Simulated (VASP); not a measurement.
# S (Fm-3m) in VASP: further runs

Runs on S. Level: LDA. Tasks: single point.

Everything below comes from runs of VASP 6.6.1. Logs are shortened: lines on timing, memory, paths and dates and some standing lists are left out, and cuts for length are marked.

## Step 1: The cell of the first run

It takes space group Fm-3m (No. 225, cubic). The conventional cell has a = 3.613 Å, b = 3.613 Å, c = 3.613 Å, α = 90.00°, β = 90.00°, γ = 90.00°. S (site symmetry m-3m) has 12 S at 2.55 Å within 3.4 Å.

## Step 2: Single point, LDA (volume scaled by 0.8)

Contents of INCAR:

```
SYSTEM = S
  PREC = Accurate
  ENCUT = 520
  EDIFF = 1E-6
  ISMEAR = -1
  SIGMA = 0.08
  LREAL = .False.
  LASPH = .True.
  NELM = 100
  ALGO = Normal
  ISIF = 2
  LWAVE = .False.
  LCHARG = .False.
  GGA = CA
  NBANDS = 9
```

Contents of KPOINTS:

```
regular mesh
0
Gamma
  16 16 16
  0 0 0
```

Contents of POSCAR:

```
S
1.0
    0.0000000000      1.8062593155      1.8062593155
    1.8062593155      0.0000000000      1.8062593155
    1.8062593155      1.8062593155      0.0000000000
S
1
Direct
    0.0000000000      0.0000000000      0.0000000000
```

Potentials or basis: VASP PAW LDA potentials, release 64 (S).

Launch:

```bash
cat potpaw_LDA.64/S/POTCAR > POTCAR
mpirun -np 1 vasp_std > vasp.out
```

OUTCAR:

```text
SYSTEM = S
   PREC = Accurate
   ENCUT = 520
   EDIFF = 1E-6
   ISMEAR = -1
   LREAL = .False.
   LASPH = .True.
   NELM = 100
   ISIF = 2
   GGA = CA

 ion  position               nearest neighbor table
   1  0.000  0.000  0.000-

  LATTYP: Found a face centered cubic cell.
 ALAT       =     3.6125186310

  Lattice vectors:

 A1 = (   0.0000000000,   1.8062593155,   1.8062593155)
 A2 = (   1.8062593155,   0.0000000000,   1.8062593155)
 A3 = (   1.8062593155,   1.8062593155,   0.0000000000)

Analysis of symmetry for initial positions (statically):
=====================================================================
 Subroutine PRICEL returns:
 Original cell was already a primitive cell.

 Routine SETGRP: Setting up the symmetry group for a
 face centered cubic supercell.

 Subroutine GETGRP returns: Found 48 space group operations
 (whereof 48 operations were pure point group operations)
 out of a pool of 48 trial point group operations.

The static configuration has the point symmetry O_h .

Analysis of symmetry for dynamics (positions and initial velocities):
=====================================================================
 Subroutine PRICEL returns:
 Original cell was already a primitive cell.

 Routine SETGRP: Setting up the symmetry group for a
 face centered cubic supercell.

 Subroutine GETGRP returns: Found 48 space group operations
 (whereof 48 operations were pure point group operations)
 out of a pool of 48 trial point group operations.

The dynamic configuration has the point symmetry O_h .

 Subroutine INISYM returns: Found 48 space group operations
 (whereof 48 operations are pure point group operations),
 and found     1 'primitive' translations

----------------------------------------------------------------------------------------

                                     Primitive cell

  volume of cell :      11.7861

  direct lattice vectors                    reciprocal lattice vectors
     0.000000000  1.806259315  1.806259315    -0.276815181  0.276815181  0.276815181
     1.806259315  0.000000000  1.806259315     0.276815181 -0.276815181  0.276815181
     1.806259315  1.806259315  0.000000000     0.276815181  0.276815181 -0.276815181

  length of vectors
     2.554436421  2.554436421  2.554436421     0.479457958  0.479457958  0.479457958

  position of ions in fractional coordinates (direct lattice)
     0.000000000  0.000000000  0.000000000
[... 72 lines left out ...]
   LSORBIT =      F    spin-orbit coupling
   LASPH  =      T    aspherical Exc in radial PAW
   ENCUT  =  520.0 eV  38.22 Ry    6.18 a.u.   4.75  4.75  4.75*2*pi/ulx,y,z
   NELM   =    100;   NELMIN=  2; NELMDL= -5     # of ELM steps
   EDIFF  = 0.1E-05   stopping-criterion for ELM
   LREAL  =      F    real-space projection
   EDIFFG = 0.1E-04   stopping-criterion for IOM
   NSW    =      0    number of steps for IOM
   IBRION =     -1    ionic relax: 0-MD 1-quasi-New 2-CG
   NFREE  =      0    steps in history (QN), initial steepest desc. (CG)
   ISIF   =      2    stress and relaxation
   ISYM   =      2    0-nonsym 1-usesym 2-fastsym
   POTIM  = 0.5000    time-step for ionic-motion
   TEBEG  =    0.0;   TEEND  =   0.0 temperature during run
   PSTRESS=    0.0 pullay stress
   NELECT =       6.0000    total number of electrons
   NUPDOWN=      -1.0000    fix difference up-down
   EMIN   =  10.00;   EMAX   =-10.00  energy-range for DOS
   EFERMI =   0.00;   METHOD = LEGACY
   ISMEAR =    -1;   SIGMA  =   0.08  broadening in eV -4-tet -1-fermi 0-gaus
   EFERMI_NEDOS =   21; number of points for ismear=-14 and -15
   IALGO  =     38    algorithm
   IMIX   =      4    mixing-type and parameters
     AMIX     =   0.40;   BMIX     =  1.00
     AMIX_MAG =   1.60;   BMIX_MAG =  1.00
  volume/ion in A,a.u.               =      11.79        79.54
  Fermi-wavevector in a.u.,A,eV,Ry     =   1.307179  2.470211 23.248515  1.708718
  Thomas-Fermi vector in A             =   2.437931
   LORBIT       =      0    0 simple, 1 ext, 2 COOP (PROOUT), +10 PAW based schemes
   GGA     = CA    functional components
   LHFCALC =     F    Hartree Fock is set to
   AEXX    =    0.0000 exact exchange contribution
   IVDW    =     0    specifies the selected vdW correction
   LEPSILON=     F    determine dielectric tensor
   LRPA    =     F    only Hartree local field effects (RPA)
 non-spin polarized calculation
  energy-cutoff  :      520.00
  volume of cell :       11.79
 maximum number of plane-waves:       332
   NGX =  9   NGY =  9   NGZ =  9

 number of electron       6.0000001 magnetization

 Free energy of the ion-electron system (eV)
  ---------------------------------------------------
  ext. energy  EPLUGINS =         0.00000000
  ---------------------------------------------------
  free energy    TOTEN  =        -3.43356926 eV

  energy without entropy =       -3.42214617  energy(sigma->0) =       -3.42785771

 E-fermi :  12.2694     XC(G=0): -12.7303

 val. band max:       12.2517661250   @ k =  -0.1250   0.1875   0.0625
 cond. band min:      12.2714304919   @ k =   0.2500   0.1875   0.0000
 fundamental gap:      0.0196643669
 Fermi energy:        12.2693928566

 k-point     1 :       0.0000    0.0000    0.0000
  band No.  band energies     occupation
      1      -7.9113      2.00000
      2      17.2968      0.00000
      3      17.2968      0.00000
      4      17.2968      0.00000
      5      24.4431      0.00000
      6      24.4431      0.00000
      7      24.4431      0.00000
      8      31.3646      0.00000
      9      31.3646      0.00000
[... 265 lines left out ...]
 k-point    24 :      -0.0625    0.0625    0.0000
  band No.  band energies     occupation
      1      -7.5862      2.00000
      2      15.6849      0.00000
      3      16.2194      0.00000
      4      17.2791      0.00000
      5      24.2131      0.00000
      6      24.7669      0.00000
      7      25.5132      0.00000
      8      29.8342      0.00000
      9      30.7272      0.00000

 [... further k-points ...]
[... 5 lines left out ...]
  --------------------------------------------------------------------------------------
  -------------------------------------------------------------------------------------
  Total        2.5664264      2.5664264      2.5664264      0.0000000      0.0000000      0.0000000
  in kB      348.8743953    348.8743953    348.8743953      0.0000000      0.0000000      0.0000000
  external PRESSURE =     348.8743953 kB  Pullay stress =       0.0000000 kB

 VOLUME and BASIS-vectors are now :
 -----------------------------------------------------------------------------
  energy-cutoff  :      520.00
  volume of cell :       11.79
      direct lattice vectors                 reciprocal lattice vectors
     0.000000000  1.806259315  1.806259315    -0.276815181  0.276815181  0.276815181
     1.806259315  0.000000000  1.806259315     0.276815181 -0.276815181  0.276815181
     1.806259315  1.806259315  0.000000000     0.276815181  0.276815181 -0.276815181

 POSITION                                       TOTAL-FORCE (eV/Angst)
 -----------------------------------------------------------------------------------
      0.00000      0.00000      0.00000         0.000000      0.000000      0.000000
 -----------------------------------------------------------------------------------
    total drift:                                0.000000      0.000000     -0.000000

  FREE ENERGIE OF THE ION-ELECTRON SYSTEM (eV)
  ---------------------------------------------------
  free  energy   TOTEN  =        -3.4335692617 eV

  energy  without entropy=       -3.4221461677  energy(sigma->0) =       -3.42785771
```

OSZICAR:

```text
N       E                     dE             d eps       ncg     rms          rms(c)
DAV:   1     0.582032756815E+01    0.58203E+01   -0.31767E+03  2746   0.575E+02
DAV:   2    -0.328609690412E+01   -0.91064E+01   -0.86877E+01  3987   0.774E+01
DAV:   3    -0.343383534710E+01   -0.14774E+00   -0.14686E+00  2935   0.810E+00
DAV:   4    -0.343412195300E+01   -0.28661E-03   -0.28659E-03  3445   0.417E-01
DAV:   5    -0.343412220743E+01   -0.25444E-06   -0.25512E-06  3103   0.107E-02    0.135E+01
DAV:   6    -0.343358243488E+01    0.53977E-03   -0.94115E-04  2845   0.178E-01    0.809E+00
DAV:   7    -0.343359151868E+01   -0.90838E-05   -0.14800E-03  2767   0.233E-01    0.765E-02
DAV:   8    -0.343356996569E+01    0.21553E-04   -0.57220E-05  2828   0.452E-02    0.211E-02
DAV:   9    -0.343356926167E+01    0.70402E-06   -0.42160E-06  2898   0.119E-02
   1 F= -.34335693E+01 E0= -.34278577E+01  d E =-.114231E-01
```

Wall time 7.2 s (1 thread of Intel Xeon 6975P-C, shared host); peak memory 0.12 GiB.

What came out:

| Property | Result |
| --- | --- |
| Free energy | -3.4336 eV |
| Pressure | 34.9 GPa |
| Band gap on the k mesh | zero (band 3 reaches 17.30 eV, above the bottom of band 4 at 8.04 eV) |

Levels at points of the mesh, in eV from the Fermi level:
```csv
k point,band 1,band 2,band 3,band 4,band 5,band 6
"(0.00, 0.00, 0.00)",-20.18,5.03,5.03,5.03,12.17,12.17
"(0.50, 0.00, 0.00)",-13.92,-10.44,3.03,3.03,10.71,11.16
"(0.50, 0.50, 0.00)",-11.16,-9.02,-1.15,-1.15,4.31,4.62
```

## Step 3: Single point, LDA (volume scaled by 0.9)

Contents of INCAR:

```
ALGO = Normal
EDIFF = 1E-6
ENCUT = 520
GGA = CA
ISIF = 2
ISMEAR = -1
LASPH = True
LCHARG = False
LREAL = False
LWAVE = False
NBANDS = 9
NELM = 80
PREC = Accurate
SIGMA = 0.08
```

Contents of KPOINTS:

```
k-points
0
Gamma
  16 16 16
```

Contents of POSCAR:

```
S
1.0
    0.0000000000      1.8785853912      1.8785853912
    1.8785853912      0.0000000000      1.8785853912
    1.8785853912      1.8785853912      0.0000000000
S
1
Direct
    0.0000000000      0.0000000000      0.0000000000
```

Potentials or basis: VASP PAW LDA potentials, release 64 (S).

Launch:

```bash
cat potpaw_LDA.64/S/POTCAR > POTCAR
mpirun -np 1 vasp_std > vasp.out
```

It took 6.9 s on 1 thread of Intel Xeon 6975P-C, shared host; peak memory 0.12 GiB.

It converged, with:

```
Free energy            : -3.6466 eV
Pressure               : 13.0 GPa
Band gap on the k mesh : zero (band 3 reaches 14.37 eV, above the bottom of band 4 at 6.68 eV)
```

Levels at points of the mesh, in eV from the Fermi level:
```tsv
k point	band 1	band 2	band 3	band 4	band 5	band 6
(0.00, 0.00, 0.00)	-18.66	4.20	4.20	4.20	12.15	12.15
(0.50, 0.00, 0.00)	-13.30	-9.16	2.52	2.52	10.10	11.24
(0.50, 0.50, 0.00)	-11.03	-7.92	-1.02	-1.02	4.86	4.98
```

## Step 4: Single point, LDA (volume scaled by 0.9)

Contents of INCAR:

```
SYSTEM = S
PREC = Accurate
ENCUT = 520
EDIFF = 1E-6
ISMEAR = -1
SIGMA = 0.08
LREAL = .FALSE.
LASPH = .TRUE.
NELM = 60
ALGO = Normal
ISIF = 2
LWAVE = .FALSE.
LCHARG = .FALSE.
GGA = CA
NBANDS = 9
```

Contents of KPOINTS:

```
regular mesh
0
G
  16 16 16
  0 0 0
```

POSCAR is that of step 3.

Launch:

```bash
cat potpaw_LDA.64/S/POTCAR > POTCAR
mpirun -np 1 vasp_std > vasp.out
```

It took 21 s on 1 thread of Intel Xeon 6975P-C, shared host; peak memory 0.12 GiB.

It converged, with:

| Property | Result |
| --- | --- |
| Free energy | -3.6466 eV |
| Pressure | 13.0 GPa |
| Band gap on the k mesh | zero (band 3 reaches 14.37 eV, above the bottom of band 4 at 6.68 eV) |

Levels at points of the mesh, in eV from the Fermi level:
```tsv
k point	band 1	band 2	band 3	band 4	band 5	band 6	band 7	band 8
(0.00, 0.00, 0.00)	-18.66	4.20	4.20	4.20	12.15	12.15	12.15	17.26
(0.50, 0.00, 0.00)	-13.30	-9.16	2.52	2.52	10.10	11.24	11.24	17.66
(0.50, 0.50, 0.00)	-11.03	-7.92	-1.02	-1.02	4.86	4.98	23.67	25.24
```
